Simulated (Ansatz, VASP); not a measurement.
**Cd3InO in VASP and in Ansatz**

```
CELL_PARAMETERS angstrom
3.19671 0.00000 0.00000
0.00000 5.84542 0.00000
0.00000 0.00000 5.96458
ATOMIC_POSITIONS crystal
Cd 0.00000 0.00000 0.26922
Cd 0.00000 0.00000 0.73078
Cd 0.00000 0.50000 0.00000
In 0.00000 0.50000 0.50000
O 0.50000 0.00000 0.00000
```

Alike in both runs: task relaxation of cell and atoms; functional PBE; k mesh 6 × 4 × 4; occupations gaussian, width 0.1 eV; no spin polarisation.

```csv
,VASP,Ansatz
version,VASP 6.6.1,Ansatz 0.2.0
potentials or method,"VASP PAW PBE potentials, release 64 (Cd, In_d, O), cutoff 600 eV","scalar-relativistic, plane waves, PAW"
valence electrons in the cell,55,79
```

```csv
,VASP,Ansatz,Ansatz less VASP
"gap on the k mesh at the Fermi level, each at its own relaxed structure (eV)",none,none,-
relaxed volume (Å³/atom),22.51,22.40,-0.110
relaxed cell length with the largest relative difference (Å),3.201,3.186,-0.0152
```

A gap of «none» marks a metal or a gap that the smearing closes. VASP's potentials hold 55 valence electrons a cell and Ansatz's 79, so a difference there can come from the potentials and not from the codes.
